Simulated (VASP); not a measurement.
# W4C4N in VASP: single point with PBE+D3(BJ)

Aim: the single point of W4C4N with PBE+D3(BJ).

Program: VASP 6.6.1. These are calculated values, not measurements. Logs are shortened: lines on timing, memory, paths and dates and some standing lists are left out, and cuts for length are marked.

### 1 The cell of the first run

The cell holds a slab with vacuum, 18 atoms: a = 5.803 Å, b = 5.677 Å, c = 17.188 Å, α = 90.00°, β = 90.00°, γ = 90.00°.

### 2 Single point, PBE+D3(BJ)

INCAR reads:

```
PREC = Accurate
ENCUT = 520
EDIFF = 1E-6
ISMEAR = 0
SIGMA = 0.05
LREAL = Auto
LASPH = True
NELM = 80
ALGO = Normal
ISIF = 2
LWAVE = False
LCHARG = False
GGA = PE
IVDW = 12
NBANDS = 92
```

KPOINTS reads:

```
Automatic mesh
0
Gamma
  3 3 1
```

POSCAR reads:

```
W4C4N
1.0
    5.8031600000      0.0000000000      0.0000000000
    0.0000000000      5.6773400000      0.0000000000
    0.0000000000      0.0000000000     17.1880700000
W C N
8 8 2
Direct
    0.0000000000      0.0000000000      0.0581799000
    0.2626409651     -0.0157207737      0.2041437759
    0.0000000000      0.5000000000      0.0581799000
    0.2374246721      0.4842754755      0.2040916850
    0.5000000000      0.0000000000      0.0581799000
    0.7625935737      0.0157017620      0.2040857233
    0.5000000000      0.5000000000      0.0581799000
    0.7373886061      0.5156802598      0.2041415389
    0.0000230294      0.2499843741      0.1441715931
    0.0790871052      0.1674314103      0.2883681521
    0.0000486644      0.7499799071      0.1544787182
    0.4209034977      0.6675003329      0.2882983970
    0.5000282054      0.2499878870      0.1545002196
    0.9209788598      0.3325583463      0.2883724805
    0.5000429234      0.7499964020      0.1441630108
    0.5792021176      0.8323867966      0.2882977476
    0.5812007367      0.1955446383      0.4421372039
    0.4216652886      0.3010152186      0.4419896082
```

Potentials or basis: VASP PAW PBE potentials, release 64 (W_sv, C, N).

Run with:

```bash
cat potpaw_PBE.64/W_sv/POTCAR potpaw_PBE.64/C/POTCAR potpaw_PBE.64/N/POTCAR > POTCAR
mpirun -np 1 vasp_std > vasp.out
```

OUTCAR:

```text
PREC = Accurate
   ENCUT = 520
   EDIFF = 1E-6
   ISMEAR = 0
   LREAL = Auto
   LASPH = True
   NELM = 80
   ISIF = 2
   GGA = PE
   IVDW = 12
 IVDW          = 12

 ion  position               nearest neighbor table
   1  0.000  0.000  0.058-   9 2.05  11 2.18   3 2.84   3 2.84   6 2.86   5 2.90   5 2.90   2 2.94

   2  0.263  0.984  0.204-  10 2.08  15 2.17  11 2.20  13 2.21   9 2.38  12 2.48  16 2.49   4 2.84
                             4 2.84   5 2.86   6 2.91   6 2.91   1 2.94
   3  0.000  0.500  0.058-   9 2.05  11 2.18   1 2.84   1 2.84   4 2.86   7 2.90   7 2.90   8 2.94

   4  0.237  0.484  0.204-  12 2.08   9 2.17  13 2.20  11 2.21  15 2.38  10 2.49  14 2.49   2 2.84
                             2 2.84   3 2.86   8 2.91   8 2.91   7 2.94
   5  0.500  0.000  0.058-  15 2.05  13 2.18   7 2.84   7 2.84   2 2.86   1 2.90   1 2.90   6 2.94

   6  0.763  0.016  0.204-  16 2.08   9 2.17  13 2.19  11 2.21  15 2.38  14 2.49  10 2.49   8 2.84
                             8 2.84   1 2.86   2 2.91   2 2.91   5 2.94
   7  0.500  0.500  0.058-  15 2.05  13 2.18   5 2.84   5 2.84   8 2.86   3 2.90   3 2.90   4 2.94

   8  0.737  0.516  0.204-  14 2.08  15 2.17  11 2.20  13 2.21   9 2.38  16 2.48  12 2.49   6 2.84
                             6 2.84   7 2.86   4 2.91   4 2.91   3 2.94
   9  0.000  0.250  0.144-   1 2.05   3 2.05   4 2.17   6 2.17   2 2.38   8 2.38
  10  0.079  0.167  0.288-  14 1.31   2 2.08   4 2.49   6 2.49
  11  0.000  0.750  0.154-   3 2.18   1 2.18   2 2.20   8 2.20   4 2.21   6 2.21
  12  0.421  0.668  0.288-  16 1.31   4 2.08   2 2.48   8 2.49
  13  0.500  0.250  0.155-   5 2.18   7 2.18   6 2.19   4 2.20   8 2.21   2 2.21
  14  0.921  0.333  0.288-  10 1.31   8 2.08   6 2.49   4 2.49
  15  0.500  0.750  0.144-   7 2.05   5 2.05   8 2.17   2 2.17   6 2.38   4 2.38
  16  0.579  0.832  0.288-  12 1.31   6 2.08   8 2.48   2 2.49
  17  0.581  0.196  0.442-  18 1.10
  18  0.422  0.301  0.442-  17 1.10

  LATTYP: Found a simple orthorhombic cell.
 ALAT       =     5.6773400000
 B/A-ratio  =     1.0221617870
 C/A-ratio  =     3.0274864637

  Lattice vectors:

 A1 = (   0.0000000000,  -5.6773400000,   0.0000000000)
 A2 = (   5.8031600000,   0.0000000000,   0.0000000000)
 A3 = (   0.0000000000,   0.0000000000,  17.1880700000)

Analysis of symmetry for initial positions (statically):
=====================================================================
 Subroutine PRICEL returns:
 Original cell was already a primitive cell.

 Routine SETGRP: Setting up the symmetry group for a
 simple orthorhombic supercell.

 Subroutine GETGRP returns: Found  1 space group operations
 (whereof  1 operations were pure point group operations)
 out of a pool of  8 trial point group operations.

The static configuration has the point symmetry C_1 .

Analysis of symmetry for dynamics (positions and initial velocities):
=====================================================================
 Subroutine PRICEL returns:
 Original cell was already a primitive cell.

 Routine SETGRP: Setting up the symmetry group for a
 simple orthorhombic supercell.

 Subroutine GETGRP returns: Found  1 space group operations
 (whereof  1 operations were pure point group operations)
 out of a pool of  8 trial point group operations.

The dynamic configuration has the point symmetry C_1 .

 Subroutine INISYM returns: Found  1 space group operations
 (whereof  1 operations are pure point group operations),
 and found     1 'primitive' translations

----------------------------------------------------------------------------------------

                                     Primitive cell

  volume of cell :     566.2870

  direct lattice vectors                    reciprocal lattice vectors
     5.803160000  0.000000000  0.000000000     0.172319908  0.000000000  0.000000000
     0.000000000  5.677340000  0.000000000     0.000000000  0.176138826  0.000000000
     0.000000000  0.000000000 17.188070000     0.000000000  0.000000000  0.058179889

  length of vectors
     5.803160000  5.677340000 17.188070000     0.172319908  0.176138826  0.058179889

  position of ions in fractional coordinates (direct lattice)
     0.000000000  0.000000000  0.058179900
     0.262640965  0.984279226  0.204143776
     0.000000000  0.500000000  0.058179900
     0.237424672  0.484275475  0.204091685
     0.500000000  0.000000000  0.058179900
     0.762593574  0.015701762  0.204085723
[... 10 lines left out ...]
     0.581200737  0.195544638  0.442137204
     0.421665289  0.301015219  0.441989608

  ion indices of the primitive-cell ions
   primitive index   ion index
                 1           1
                 2           2
                 3           3
                 4           4
                 5           5
                 6           6
[... 10 lines left out ...]
                17          17
                18          18

----------------------------------------------------------------------------------------

 KPOINTS: Automatic mesh

Automatic generation of k-mesh.
 Grid dimensions read from file:
 generate k-points for:    3    3    1

 Generating k-lattice:

  Cartesian coordinates                     Fractional coordinates (reciprocal lattice)
     0.057439969  0.000000000  0.000000000     0.333333333  0.000000000  0.000000000
     0.000000000  0.058712942  0.000000000     0.000000000  0.333333333  0.000000000
     0.000000000  0.000000000  0.058179889     0.000000000  0.000000000  1.000000000

  Length of vectors
     0.057439969  0.058712942  0.058179889

  Shift w.r.t. Gamma in fractional coordinates (k-lattice)
     0.000000000  0.000000000  0.000000000

 Subroutine IBZKPT returns following result:
 ===========================================

 Found      5 irreducible k-points:

 Following reciprocal coordinates:
            Coordinates               Weight
  0.000000  0.000000  0.000000      1.000000
  0.333333  0.000000  0.000000      2.000000
  0.000000  0.333333  0.000000      2.000000
  0.333333  0.333333  0.000000      2.000000
 -0.333333  0.333333  0.000000      2.000000
   k-points           NKPTS =      5   k-points in BZ     NKDIM =      5   number of bands    NBANDS=     92
   number of dos      NEDOS =    301   number of ions     NIONS =     18
   total plane-waves  NPLWV = 258048
   dimension x,y,z NGX =    48 NGY =   42 NGZ =  128
   dimension x,y,z NGXF=    96 NGYF=   84 NGZF=  256
   ions per type =               8   8   2
   NGX,Y,Z   is equivalent  to a cutoff of  13.75, 12.30, 12.38 a.u.
   NGXF,Y,Z  is equivalent  to a cutoff of  27.50, 24.60, 24.76 a.u.
 SYSTEM =  unknown system
   PREC   = accura    normal or accurate (medium, high low for compatibility)
   ISTART =      0    job   : 0-new  1-cont  2-samecut
   ICHARG =      2    charge: 1-file 2-atom 10-const
   ISPIN  =      1    spin polarized calculation?
   LNONCOLLINEAR =      F non collinear calculations
   LSORBIT =      F    spin-orbit coupling
   LASPH  =      T    aspherical Exc in radial PAW
   ENCUT  =  520.0 eV  38.22 Ry    6.18 a.u.  10.79 10.56 31.96*2*pi/ulx,y,z
   NELM   =     80;   NELMIN=  2; NELMDL= -5     # of ELM steps
   EDIFF  = 0.1E-05   stopping-criterion for ELM
   LREAL  =      T    real-space projection
   EDIFFG = 0.1E-04   stopping-criterion for IOM
   NSW    =      0    number of steps for IOM
   IBRION =     -1    ionic relax: 0-MD 1-quasi-New 2-CG
   NFREE  =      0    steps in history (QN), initial steepest desc. (CG)
   ISIF   =      2    stress and relaxation
   ISYM   =      2    0-nonsym 1-usesym 2-fastsym
   POTIM  = 0.5000    time-step for ionic-motion
   TEBEG  =    0.0;   TEEND  =   0.0 temperature during run
   PSTRESS=    0.0 pullay stress
   NELECT =     154.0000    total number of electrons
   NUPDOWN=      -1.0000    fix difference up-down
   EMIN   =  10.00;   EMAX   =-10.00  energy-range for DOS
   EFERMI =   0.00;   METHOD = LEGACY
   ISMEAR =     0;   SIGMA  =   0.05  broadening in eV -4-tet -1-fermi 0-gaus
   EFERMI_NEDOS =   21; number of points for ismear=-14 and -15
   IALGO  =     38    algorithm
   IMIX   =      4    mixing-type and parameters
     AMIX     =   0.40;   BMIX     =  1.00
     AMIX_MAG =   1.60;   BMIX_MAG =  1.00
  volume/ion in A,a.u.               =      31.46       212.31
  Fermi-wavevector in a.u.,A,eV,Ry     =   1.060644  2.004326 15.306081  1.124965
  Thomas-Fermi vector in A             =   2.196032
   LORBIT       =      0    0 simple, 1 ext, 2 COOP (PROOUT), +10 PAW based schemes
   GGA     = PE    functional components
   LHFCALC =     F    Hartree Fock is set to
   AEXX    =    0.0000 exact exchange contribution
   IVDW    =    12    specifies the selected vdW correction
   LEPSILON=     F    determine dielectric tensor
   LRPA    =     F    only Hartree local field effects (RPA)
 non-spin polarized calculation
 Gauss-broadening in eV      SIGMA  =   0.05
  energy-cutoff  :      520.00
  volume of cell :      566.29
 maximum number of plane-waves:     15274
 NGX is ok and might be reduce to    48
   NGX = 21   NGY = 21   NGZ = 63

 number of electron     154.0000000 magnetization

 Free energy of the ion-electron system (eV)
  ---------------------------------------------------
  ext. energy  EPLUGINS =         0.00000000
  ---------------------------------------------------
  free energy    TOTEN  =      -177.06190018 eV

  energy without entropy =     -177.03781321  energy(sigma->0) =     -177.04985669

 E-fermi :   0.0944     XC(G=0):  -5.9183

 val. band max:        0.0782691004   @ k =   0.3333   0.3333   0.0000
 cond. band min:       0.0965947328   @ k =   0.3333   0.0000   0.0000
 fundamental gap:      0.0183256324
 Fermi energy:         0.0943648201

 k-point     1 :       0.0000    0.0000    0.0000
  band No.  band energies     occupation
      1     -74.6147      2.00000
      2     -74.5846      2.00000
      3     -74.5761      2.00000
      4     -74.5470      2.00000
      5     -74.3112      2.00000
      6     -74.2845      2.00000
[... 81 lines left out ...]
     88       2.4577      0.00000
     89       2.5321      0.00000

 k-point     2 :       0.3333    0.0000    0.0000
  band No.  band energies     occupation
      1     -74.6072      2.00000
      2     -74.5921      2.00000
      3     -74.5689      2.00000
      4     -74.5543      2.00000
      5     -74.3045      2.00000
      6     -74.2912      2.00000
[... 274 lines left out ...]
      5     -74.2950      2.00000
      6     -74.2817      2.00000
[... 81 lines left out ...]
     88       1.6483      0.00000
     89       1.8489      0.00000
 [bands above 89 left out]

------------------------ aborting loop because EDIFF is reached ----------------------------------------

 Edisp (eV)   -4.26146

 E8    (eV) :    -1.9971

  FORCE on cell =-STRESS in cart. coord.  units (eV):
  Direction    XX          YY          ZZ          XY          YZ          ZX
  --------------------------------------------------------------------------------------
  -------------------------------------------------------------------------------------
  Total     -26.35017   -12.94129     0.36053    -0.82351     0.00538     0.00078
  in kB     -74.55167   -36.61438     1.02004    -2.32992     0.01523     0.00220
  external pressure =      -36.72 kB  Pullay stress =        0.00 kB

 VOLUME and BASIS-vectors are now :
 -----------------------------------------------------------------------------
  energy-cutoff  :      520.00
  volume of cell :      566.29
      direct lattice vectors                 reciprocal lattice vectors
     5.803160000  0.000000000  0.000000000     0.172319908  0.000000000  0.000000000
     0.000000000  5.677340000  0.000000000     0.000000000  0.176138826  0.000000000
     0.000000000  0.000000000 17.188070000     0.000000000  0.000000000  0.058179889

 POSITION                                       TOTAL-FORCE (eV/Angst)
 -----------------------------------------------------------------------------------
      0.00000      0.00000      1.00000         0.221752     -0.587090     -0.041683
      1.52415      5.58809      3.50884         0.000588      0.001585      0.011841
      0.00000      2.83867      1.00000        -0.221010      0.585619     -0.041460
      1.37781      2.74940      3.50794         0.000448      0.000057      0.010148
      2.90158      0.00000      1.00000         0.218393      0.592780     -0.045388
      4.42545      0.08914      3.50784         0.001068     -0.001424      0.010935
[... 10 lines left out ...]
      3.37280      1.11017      7.59949         1.450191     -0.938118      0.003724
      2.44699      1.70897      7.59695        -1.451285      0.938983     -0.003806
 -----------------------------------------------------------------------------------
    total drift:                                0.001780     -0.000184      0.008004

  FREE ENERGIE OF THE ION-ELECTRON SYSTEM (eV)
  ---------------------------------------------------
  free  energy   TOTEN  =      -181.3233626563 eV

  energy  without entropy=     -181.2992756831  energy(sigma->0) =     -181.31131917
```

Wall time 7.7 min (1 thread of Intel Xeon Platinum 8488C (Sapphire Rapids), shared host); peak memory 0.63 GiB.

What came out:

- Free energy: -181.3234 eV
- Largest force: 1.729 eV/Å
- Band gap on the k mesh: zero (band 77 reaches 0.32 eV, above the bottom of band 78 at 0.08 eV)
- Dispersion energy per atom: -0.237 eV

Forces on the atoms (eV/Å):
```
W    0.222 -0.587 -0.042
W    0.001  0.002  0.012
W   -0.221  0.586 -0.041
W    0.000  0.000  0.010
W    0.218  0.593 -0.045
W    0.001 -0.001  0.011
W   -0.218 -0.593 -0.045
W    0.001 -0.001  0.012
C    0.000  0.000  0.002
C    0.049 -0.059  0.033
C   -0.002  0.001 -0.003
C   -0.050 -0.059  0.034
C   -0.001  0.000 -0.005
C   -0.050  0.059  0.032
C    0.000  0.000  0.002
C    0.051  0.060  0.032
N    1.450 -0.938  0.004
N   -1.451  0.939 -0.004
```

Caveat: the k points lie up to 0.37 Å⁻¹ apart; the standard files for N, O and F lose accuracy on very short bonds; spin-orbit coupling is left out, which moves the levels of the heavy elements.
